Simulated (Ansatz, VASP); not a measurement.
**AlFe in VASP and in Ansatz**

```
Al Fe
1.0
     2.72633    0.00000    0.00000
     0.00000    2.72633    0.00000
     0.00000    0.00000    2.72633
Al Fe
1 1
Cartesian
  0.0000 0.0000 0.0000
  1.3632 1.3632 1.3632
```

Alike in both runs: task single point; functional PBEsol; k mesh 14 × 14 × 14; occupations gaussian, width 0.1 eV; collinear spin.

|  | VASP | Ansatz |
| --- | --- | --- |
| version | VASP 6.6.1 | Ansatz 0.2.0 |
| potentials or method | VASP PAW PBE potentials, release 64 (Al, Fe), cutoff 520 eV | scalar-relativistic, plane waves, PAW |
| valence electrons in the cell | 11 | 19 |

```tsv
	VASP	Ansatz	Ansatz less VASP
gap on the k mesh at the Fermi level (eV)	none	none	-
net moment per atom (μB)	0.29	0.29	+0.001
size of the moment on the site where the two differ most (μB)	0.60	0.59	-0.012
```

VASP's potentials were made for PBE, not for PBEsol. Site moments also hang on the region over which each program counts them. A gap of «none» marks a metal or a gap that the smearing closes. VASP's potentials hold 11 valence electrons a cell and Ansatz's 19, so a difference there can come from the potentials and not from the codes.
